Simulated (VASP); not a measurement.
Runs of VASP 6.6.1 on BN. The structure is that of space group P6_3/mmc (No. 194), or close to it. The cells are those of the table. 

| task | cell | gap on the mesh (eV) | pressure (GPa) |
| --- | --- | --- | --- |
| single point | a = 2.579, b = 2.579, c = 6.661 Å, angles 90.0, 90.0, 120.0°, 4 atoms | 4.08 | -18.1 |
| single point | a = 2.487, b = 2.487, c = 6.616 Å, angles 90.0, 90.0, 120.0°, 4 atoms | 4.25 | 5.8 |
| electric field gradients | a = 2.512, b = 2.512, c = 6.683 Å, angles 90.0, 90.0, 120.0°, 4 atoms | 4.22 | -1.7 |
| single point | a = 2.504, b = 2.504, c = 6.861 Å, angles 90.0, 90.0, 120.0°, 4 atoms | (b) | (a) |
| single point | a = 2.553, b = 2.553, c = 6.792 Å, angles 90.0, 90.0, 120.0°, 4 atoms | 4.16 | -12.1 |
| single point | a = 2.537, b = 2.537, c = 6.749 Å, angles 90.0, 90.0, 120.0°, 4 atoms | 4.18 | -8.2 |
| single point | a = 2.504, b = 2.504, c = 6.461 Å, angles 90.0, 90.0, 120.0°, 4 atoms | 4.19 | 1.1 |
| electric field gradients | a = 2.537, b = 2.537, c = 6.749 Å, angles 90.0, 90.0, 120.0°, 4 atoms | 4.18 | -8.2 |

Alike in all rows: level PBEsol; potentials or basis VASP PAW PBE potentials, release 64 (B, N); no spin polarisation; k mesh 11 × 11 × 4; cutoff (eV) 520; smearing fermi-dirac 0.02 eV.

Problem. Fill in the values left out.

Solution. (a) 0.5; (b) 4.28.

Caveats: the PAW data sets were made with another functional, which shifts forces and pressure a little; this functional lacks dispersion, which binds the layers, so the pressure and a relaxed spacing across them are unreliable.

A k mesh can miss the band edges.
